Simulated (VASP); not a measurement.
# Rh (Pm-3m) in VASP: a series of runs

Rh is run at these levels: BLYP; tasks: single point, relaxation of cell and atoms.

Program: VASP 6.6.1. These are calculated values, not measurements. Logs are shortened: lines on timing, memory, paths and dates and some standing lists are left out, and cuts for length are marked.

## (1) The cell of the first run

It takes space group Pm-3m (No. 221, cubic). Conventional cell: a = 2.651 Å, b = 2.651 Å, c = 2.651 Å, α = 90.00°, β = 90.00°, γ = 90.00°. Rh (site symmetry m-3m) has 6 Rh at 2.65 Å within 3.5 Å.

## (2) Single point, BLYP (volume scaled by 1.08)

The input, INCAR:

```
  PREC = Accurate
  ENCUT = 520
  EDIFF = 1E-6
  ISMEAR = -1
  SIGMA = 0.1
  LREAL = False
  LASPH = True
  NELM = 100
  ALGO = Normal
  ISIF = 2
  LWAVE = False
  LCHARG = False
  GGA = B5
  ALDAX = 1.0
  AGGAX = 1.0
  AGGAC = 1.0
  ALDAC = 0.0
  NBANDS = 14
```

The input, KPOINTS:

```
regular mesh
0
Gamma
  14 14 14
```

The input, POSCAR:

```
Rh
1.0
    2.6513968086      0.0000000000      0.0000000000
    0.0000000000      2.6513968086      0.0000000000
    0.0000000000      0.0000000000      2.6513968086
Rh
1
Direct
    0.0000000000      0.0000000000      0.0000000000
```

Potentials or basis: VASP PAW PBE potentials, release 64 (Rh_pv).

The run is started by

```sh
$ cat potpaw_PBE.64/Rh_pv/POTCAR > POTCAR
$ mpirun -np 1 vasp_std > vasp.out
```

OUTCAR:

```text
PREC = Accurate
   ENCUT = 520
   EDIFF = 1E-6
   ISMEAR = -1
   LREAL = False
   LASPH = True
   NELM = 100
   ISIF = 2
   GGA = B5

 ion  position               nearest neighbor table
   1  0.000  0.000  0.000-

  LATTYP: Found a simple cubic cell.
 ALAT       =     2.6513968086

  Lattice vectors:

 A1 = (   2.6513968086,   0.0000000000,   0.0000000000)
 A2 = (   0.0000000000,   2.6513968086,   0.0000000000)
 A3 = (   0.0000000000,   0.0000000000,   2.6513968086)

Analysis of symmetry for initial positions (statically):
=====================================================================
 Subroutine PRICEL returns:
 Original cell was already a primitive cell.

 Routine SETGRP: Setting up the symmetry group for a
 simple cubic supercell.

 Subroutine GETGRP returns: Found 48 space group operations
 (whereof 48 operations were pure point group operations)
 out of a pool of 48 trial point group operations.

The static configuration has the point symmetry O_h .

Analysis of symmetry for dynamics (positions and initial velocities):
=====================================================================
 Subroutine PRICEL returns:
 Original cell was already a primitive cell.

 Routine SETGRP: Setting up the symmetry group for a
 simple cubic supercell.

 Subroutine GETGRP returns: Found 48 space group operations
 (whereof 48 operations were pure point group operations)
 out of a pool of 48 trial point group operations.

The dynamic configuration has the point symmetry O_h .

 Subroutine INISYM returns: Found 48 space group operations
 (whereof 48 operations are pure point group operations),
 and found     1 'primitive' translations

----------------------------------------------------------------------------------------

                                     Primitive cell

  volume of cell :      18.6391

  direct lattice vectors                    reciprocal lattice vectors
     2.651396809  0.000000000  0.000000000     0.377159691  0.000000000  0.000000000
     0.000000000  2.651396809  0.000000000     0.000000000  0.377159691  0.000000000
     0.000000000  0.000000000  2.651396809     0.000000000  0.000000000  0.377159691

  length of vectors
     2.651396809  2.651396809  2.651396809     0.377159691  0.377159691  0.377159691

  position of ions in fractional coordinates (direct lattice)
     0.000000000  0.000000000  0.000000000

  ion indices of the primitive-cell ions
   primitive index   ion index
                 1           1

----------------------------------------------------------------------------------------

 KPOINTS: regular mesh

Automatic generation of k-mesh.
 Grid dimensions read from file:
 generate k-points for:   14   14   14

 Generating k-lattice:

  Cartesian coordinates                     Fractional coordinates (reciprocal lattice)
     0.026939978  0.000000000  0.000000000     0.071428571  0.000000000  0.000000000
     0.000000000  0.026939978  0.000000000     0.000000000  0.071428571  0.000000000
     0.000000000  0.000000000  0.026939978     0.000000000  0.000000000  0.071428571

  Length of vectors
     0.026939978  0.026939978  0.026939978

  Shift w.r.t. Gamma in fractional coordinates (k-lattice)
     0.000000000  0.000000000  0.000000000

 Subroutine IBZKPT returns following result:
 ===========================================

 Found    120 irreducible k-points:

 Following reciprocal coordinates:
            Coordinates               Weight
  0.000000  0.000000  0.000000      1.000000
  0.071429  0.000000  0.000000      6.000000
  0.142857  0.000000  0.000000      6.000000
  0.214286  0.000000  0.000000      6.000000
  0.285714  0.000000  0.000000      6.000000
  0.357143  0.000000  0.000000      6.000000
[... 16 lines left out ...]
  0.285714  0.214286  0.000000     24.000000
  0.357143  0.214286  0.000000     24.000000
 [... further k-points ...]
   k-points           NKPTS =    120   k-points in BZ     NKDIM =    120   number of bands    NBANDS=     14
   number of dos      NEDOS =    301   number of ions     NIONS =      1
   total plane-waves  NPLWV =   8000
   dimension x,y,z NGX =    20 NGY =   20 NGZ =   20
   dimension x,y,z NGXF=    40 NGYF=   40 NGZF=   40
   ions per type =               1
   NGX,Y,Z   is equivalent  to a cutoff of  12.54, 12.54, 12.54 a.u.
   NGXF,Y,Z  is equivalent  to a cutoff of  25.08, 25.08, 25.08 a.u.
 SYSTEM =  unknown system
   PREC   = accura    normal or accurate (medium, high low for compatibility)
   ISTART =      0    job   : 0-new  1-cont  2-samecut
   ICHARG =      2    charge: 1-file 2-atom 10-const
   ISPIN  =      1    spin polarized calculation?
   LNONCOLLINEAR =      F non collinear calculations
   LSORBIT =      F    spin-orbit coupling
   LASPH  =      T    aspherical Exc in radial PAW
   ENCUT  =  520.0 eV  38.22 Ry    6.18 a.u.   4.93  4.93  4.93*2*pi/ulx,y,z
   NELM   =    100;   NELMIN=  2; NELMDL= -5     # of ELM steps
   EDIFF  = 0.1E-05   stopping-criterion for ELM
   LREAL  =      F    real-space projection
   EDIFFG = 0.1E-04   stopping-criterion for IOM
   NSW    =      0    number of steps for IOM
   IBRION =     -1    ionic relax: 0-MD 1-quasi-New 2-CG
   NFREE  =      0    steps in history (QN), initial steepest desc. (CG)
   ISIF   =      2    stress and relaxation
   ISYM   =      2    0-nonsym 1-usesym 2-fastsym
   POTIM  = 0.5000    time-step for ionic-motion
   TEBEG  =    0.0;   TEEND  =   0.0 temperature during run
   PSTRESS=    0.0 pullay stress
   NELECT =      15.0000    total number of electrons
   NUPDOWN=      -1.0000    fix difference up-down
   EMIN   =  10.00;   EMAX   =-10.00  energy-range for DOS
   EFERMI =   0.00;   METHOD = LEGACY
   ISMEAR =    -1;   SIGMA  =   0.10  broadening in eV -4-tet -1-fermi 0-gaus
   EFERMI_NEDOS =   21; number of points for ismear=-14 and -15
   IALGO  =     38    algorithm
   IMIX   =      4    mixing-type and parameters
     AMIX     =   0.40;   BMIX     =  1.00
     AMIX_MAG =   1.60;   BMIX_MAG =  1.00
  volume/ion in A,a.u.               =      18.64       125.78
  Fermi-wavevector in a.u.,A,eV,Ry     =   1.522757  2.877593 31.549026  2.318788
  Thomas-Fermi vector in A             =   2.631293
   LORBIT       =      0    0 simple, 1 ext, 2 COOP (PROOUT), +10 PAW based schemes
   GGA     = B5    functional components
   LHFCALC =     F    Hartree Fock is set to
   AEXX    =    0.0000 exact exchange contribution
   IVDW    =     0    specifies the selected vdW correction
   LEPSILON=     F    determine dielectric tensor
   LRPA    =     F    only Hartree local field effects (RPA)
 non-spin polarized calculation
  energy-cutoff  :      520.00
  volume of cell :       18.64
 maximum number of plane-waves:       516
 NGX is ok and might be reduce to    20
   NGX =  9   NGY =  9   NGZ =  9

 number of electron      14.9999987 magnetization

 Free energy of the ion-electron system (eV)
  ---------------------------------------------------
  ext. energy  EPLUGINS =         0.00000000
  ---------------------------------------------------
  free energy    TOTEN  =        -5.59859127 eV

  energy without entropy =       -5.53118873  energy(sigma->0) =       -5.56489000

 E-fermi :   7.7608     XC(G=0): -11.3808

 val. band max:        7.7499695628   @ k =   0.5000   0.2143   0.0714
 cond. band min:       7.7647088839   @ k =   0.3571   0.3571   0.1429
 fundamental gap:      0.0147393210
 Fermi energy:         7.7607997679

 k-point     1 :       0.0000    0.0000    0.0000
  band No.  band energies     occupation
      1     -37.8817      2.00000
      2     -37.8817      2.00000
      3     -37.8817      2.00000
      4       2.0223      2.00000
      5       3.5846      2.00000
      6       3.5846      2.00000
      7       8.3286      0.00682
      8       8.3286      0.00682
      9       8.3286      0.00682
     10      23.6116      0.00000
     11      23.6116      0.00000
     12      23.6116      0.00000
     13      28.9151      0.00000
     14      30.3518      0.00000

 k-point     2 :       0.0714    0.0000    0.0000
  band No.  band energies     occupation
      1     -37.9047      2.00000
      2     -37.8798      2.00000
      3     -37.8798      2.00000
      4       2.1523      2.00000
      5       3.6078      2.00000
      6       3.6941      2.00000
      7       8.2314      0.01791
      8       8.2314      0.01791
      9       8.3364      0.00631
     10      22.6823      0.00000
     11      23.8327      0.00000
     12      23.8327      0.00000
     13      28.9238      0.00000
     14      29.9173      0.00000

 k-point     3 :       0.1429    0.0000    0.0000
  band No.  band energies     occupation
      1     -37.9690      2.00000
      2     -37.8745      2.00000
      3     -37.8745      2.00000
      4       2.5006      2.00000
      5       3.6733      2.00000
      6       4.0439      2.00000
      7       7.9692      0.22138
      8       7.9692      0.22138
      9       8.3581      0.00508
     10      20.7921      0.00000
     11      24.4602      0.00000
     12      24.4602      0.00000
     13      28.9143      0.00000
     14      28.9293      0.00000
[... 324 lines left out ...]
 k-point    23 :       0.2857    0.2143    0.0000
  band No.  band energies     occupation
      1     -38.1439      2.00000
      2     -38.0340      2.00000
      3     -37.8436      2.00000
      4       3.9263      2.00000
      5       4.7756      2.00000
      6       5.5966      2.00000
      7       7.3134      1.97745
      8       7.3386      1.97108
      9       7.7665      0.97138
     10      17.7963      0.00000
     11      21.1372      0.00000
     12      27.3097      0.00000
     13      28.4001      0.00000
     14      28.9506      0.00000

 k-point    24 :       0.3571    0.2143    0.0000
  band No.  band energies     occupation
      1     -38.2329      2.00000
      2     -38.0252      2.00000
      3     -37.8360      2.00000
      4       4.1335      2.00000
      5       4.8225      2.00000
      6       5.7526      2.00000
      7       7.0436      1.99847
      8       7.8072      0.77211
      9       8.3164      0.00770
     10      15.8682      0.00000
     11      22.0983      0.00000
     12      26.5395      0.00000
     13      28.9475      0.00000
     14      29.3828      0.00000

 [... further k-points ...]
[... 5 lines left out ...]
  --------------------------------------------------------------------------------------
  -------------------------------------------------------------------------------------
  Total       -1.1031309     -1.1031309     -1.1031309      0.0000000      0.0000000      0.0000000
  in kB      -94.8229444    -94.8229444    -94.8229444      0.0000000      0.0000000      0.0000000
  external PRESSURE =     -94.8229444 kB  Pullay stress =       0.0000000 kB

 VOLUME and BASIS-vectors are now :
 -----------------------------------------------------------------------------
  energy-cutoff  :      520.00
  volume of cell :       18.64
      direct lattice vectors                 reciprocal lattice vectors
     2.651396809  0.000000000  0.000000000     0.377159691  0.000000000  0.000000000
     0.000000000  2.651396809  0.000000000     0.000000000  0.377159691  0.000000000
     0.000000000  0.000000000  2.651396809     0.000000000  0.000000000  0.377159691

 POSITION                                       TOTAL-FORCE (eV/Angst)
 -----------------------------------------------------------------------------------
      0.00000      0.00000      0.00000         0.000000      0.000000      0.000000
 -----------------------------------------------------------------------------------
    total drift:                                0.000000      0.000000      0.000000

  FREE ENERGIE OF THE ION-ELECTRON SYSTEM (eV)
  ---------------------------------------------------
  free  energy   TOTEN  =        -5.5985912745 eV

  energy  without entropy=       -5.5311887287  energy(sigma->0) =       -5.56489000
```

It took 10 s on 1 thread of Intel Xeon 6975P-C (Granite Rapids), shared host; peak memory 0.14 GiB.

Results:

```
Free energy : -5.5986 eV
Pressure    : -9.5 GPa
```

Levels at points of the mesh, in eV from the Fermi level:
| k point | band 4 | band 5 | band 6 | band 7 | band 8 | band 9 | band 10 | band 11 |
| --- | --- | --- | --- | --- | --- | --- | --- | --- |
| (0.00, 0.00, 0.00) | -5.74 | -4.18 | -4.18 | 0.57 | 0.57 | 0.57 | 15.85 | 15.85 |
| (0.50, 0.00, 0.00) | -3.68 | -3.64 | -1.10 | -1.10 | 0.60 | 0.73 | 5.24 | 17.45 |
| (0.50, 0.50, 0.00) | -4.43 | -3.04 | -0.79 | -0.79 | 1.84 | 5.46 | 5.46 | 11.53 |
| (0.50, 0.50, 0.50) | -3.56 | -3.56 | -3.56 | 1.94 | 1.94 | 10.88 | 10.88 | 10.88 |

Caveat: the cell differs from its parent crystal (volume scaled by 1.08); the PAW data sets were made with another functional, which shifts forces and pressure a little.

## (3) Single point, BLYP (volume scaled by 1.12)

The input, INCAR:

```
AGGAC    = 1.0          
AGGAX    = 1.0          
ALDAC    = 0.0          
ALDAX    = 1.0          
ALGO     = Normal         # electronic algorithm
EDIFF    = 1E-6           # SCF threshold, eV
ENCUT    = 520            # plane-wave cutoff, eV
GGA      = B5             # functional
ISIF     = 2              # what is computed and relaxed
ISMEAR   = -1             # smearing method
LASPH    = True           # aspherical terms in the spheres
LCHARG   = False          # write CHGCAR
LREAL    = False          # projectors in reciprocal space
LWAVE    = False          # write WAVECAR
NBANDS   = 14             # bands
NELM     = 100            # most SCF steps
PREC     = Accurate       # precision mode
SIGMA    = 0.1            # smearing width, eV
```

The input, KPOINTS:

```
k-points
0
Gamma
  14 14 14
```

The input, POSCAR:

```
Rh
1.0
    2.6837341030      0.0000000000      0.0000000000
    0.0000000000      2.6837341030      0.0000000000
    0.0000000000      0.0000000000      2.6837341030
Rh
1
Direct
    0.0000000000      0.0000000000      0.0000000000
```

Potentials or basis: VASP PAW PBE potentials, release 64 (Rh_pv).

The run is started by

```sh
$ cat potpaw_PBE.64/Rh_pv/POTCAR > POTCAR
$ mpirun -np 1 vasp_std > vasp.out
```

Run time: 10 s. Hardware: 1 thread of Intel Xeon 6975P-C (Granite Rapids), shared host; peak memory 0.14 GiB.

Results (log left out):

```yaml
Free_energy: -5.5508 eV
Pressure: -12.7 GPa
```

Levels at points of the mesh, in eV from the Fermi level:
| k point | band 4 | band 5 | band 6 | band 7 | band 8 | band 9 | band 10 | band 11 |
| --- | --- | --- | --- | --- | --- | --- | --- | --- |
| (0.00, 0.00, 0.00) | -5.53 | -3.96 | -3.96 | 0.53 | 0.53 | 0.53 | 15.58 | 15.58 |
| (0.50, 0.00, 0.00) | -3.49 | -3.48 | -1.04 | -1.04 | 0.68 | 0.69 | 5.01 | 17.35 |
| (0.50, 0.50, 0.00) | -4.18 | -2.90 | -0.75 | -0.75 | 1.73 | 5.38 | 5.38 | 11.05 |
| (0.50, 0.50, 0.50) | -3.36 | -3.36 | -3.36 | 1.83 | 1.83 | 10.59 | 10.59 | 10.59 |

Caveat: the cell differs from its parent crystal (volume scaled by 1.12); the PAW data sets were made with another functional, which shifts forces and pressure a little.

## (4) Relaxation of cell and atoms, BLYP

This run uses another cell than the first one, of 14.85 Å³/atom, 0.797 times its volume.

The input, INCAR:

```
PREC = Accurate ; ENCUT = 600
EDIFF = 1E-7 ; ISMEAR = -1
SIGMA = 0.1 ; LREAL = False
LASPH = True ; NELM = 80
ALGO = Normal ; ISIF = 3
LWAVE = False ; LCHARG = False
GGA = B5 ; ALDAX = 1.0
AGGAX = 1.0 ; AGGAC = 1.0
ALDAC = 0.0 ; IBRION = 2
NSW = 80 ; EDIFFG = -0.01
```

The input, KPOINTS:

```
regular mesh
0
Gamma
  13 13 13
```

The input, POSCAR:

```
Rh
1.0
    2.4580591709      0.0000000000      0.0000000000
    0.0000000000      2.4580591709      0.0000000000
    0.0000000000      0.0000000000      2.4580591709
Rh
1
Direct
    0.0000000000      0.0000000000      0.0000000000
```

The run is started by

```sh
$ cat potpaw_PBE.64/Rh_pv/POTCAR > POTCAR
$ mpirun -np 1 vasp_std > vasp.out
```

Wall time 30 s (1 thread of Intel Xeon 6975P-C (Granite Rapids), shared host); peak memory 0.13 GiB.

It converged, with:

- Free energy: -5.6315 eV
- Relaxed volume: 17.29 Å³/atom
- Relaxed cell: a = 2.586 Å, b = 2.586 Å, c = 2.586 Å, α = 90.00°, β = 90.00°, γ = 90.00°
- Space group after relaxing (to 0.05 Å): Pm-3m (No. 221)
- Energy gained by relaxing: 225.1 meV/atom
- Ionic steps: 5
- Pressure after relaxing: 0.1 GPa

The path:
| step | energy change (eV) | largest force (eV/Å) | pressure (GPa) | volume (Å³) |
| --- | --- | --- | --- | --- |
| 1 | 0.0000 | 0.0000 | 34.45 | 14.85 |
| 2 | 0.2446 | 0.0000 | -20.32 | 22.83 |
| 3 | -0.2237 | 0.0000 | -1.82 | 17.53 |
| 4 | -0.2250 | 0.0000 | -0.59 | 17.37 |
| 5 | -0.2251 | 0.0000 | 0.07 | 17.29 |

Final structure:
```cif
data_structure
_symmetry_space_group_name_H-M 'P 1'
_symmetry_Int_Tables_number 1
_cell_length_a 2.5858
_cell_length_b 2.5858
_cell_length_c 2.5858
_cell_angle_alpha 90.000
_cell_angle_beta 90.000
_cell_angle_gamma 90.000
_cell_volume 17.29
loop_
_atom_site_label
_atom_site_type_symbol
_atom_site_fract_x
_atom_site_fract_y
_atom_site_fract_z
_atom_site_occupancy
Rh1 Rh 0.00000 0.00000 0.00000 1
```

Levels at points of the mesh, in eV from the Fermi level:
| k point | band 6 | band 7 | band 8 | band 9 | band 10 | band 11 |
| --- | --- | --- | --- | --- | --- | --- |
| (0.00, 0.00, 0.00) | -4.63 | 0.68 | 0.68 | 0.68 | 16.44 | 16.44 |

Caveat: the volume moved by over 15 % at a fixed basis, so the end points are rough; the PAW data sets were made with another functional, which shifts forces and pressure a little.

(Continued in part 2 of 2.)
